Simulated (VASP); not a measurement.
The system is Tl.

```xyz
2
Lattice="3.4560 0.0000 0.0000 -1.7280 2.9930 0.0000 0.0000 0.0000 5.5250" Properties=species:S:1:pos:R:3 pbc="T T T"
Tl    1.7280    0.9977    4.1438
Tl    0.0000    1.9953    1.3813
```

Base run:

```yaml
Program: VASP 6.6.1
Functional: PBEsol
Potentials_or_basis: VASP PAW PBE potentials, release 64 (Tl_d)
Cutoff: 520 eV
k_mesh: 13 × 13 × 7
Occupations: fermi-dirac, width 0.05 eV
Spin: no spin polarisation
```

Its results: band gap on the k mesh zero (bands 13 and 14 overlap by 4.30 eV); pressure -0.1 GPa.

Q: After a change of settings the same cell gave: band gap on the k mesh zero (bands 13 and 14 overlap by 3.68 eV); pressure 5.3 GPa. Which change was it?
A. k mesh from 13 × 13 × 7 to 7 × 7 × 4; further incar settings from ALGO = Normal; EDIFF = 1e-06; NBANDS = 20 to ALGO = Fast; EDIFF = 1e-07; NBANDS = 20
B. k mesh from 13 × 13 × 7 to 11 × 11 × 6; further incar settings from ALGO = Normal; EDIFF = 1e-06; NBANDS = 20 to ALGO = Fast; EDIFF = 1e-06; NBANDS = 20
C. functional from PBEsol to RPBE; k mesh from 13 × 13 × 7 to 9 × 9 × 5

A: C.

Caveats: the PAW data sets were made with another functional, which shifts forces and pressure a little; spin-orbit coupling is left out, which moves the levels of the heavy elements; the cell stands under pressure (at least some runs).
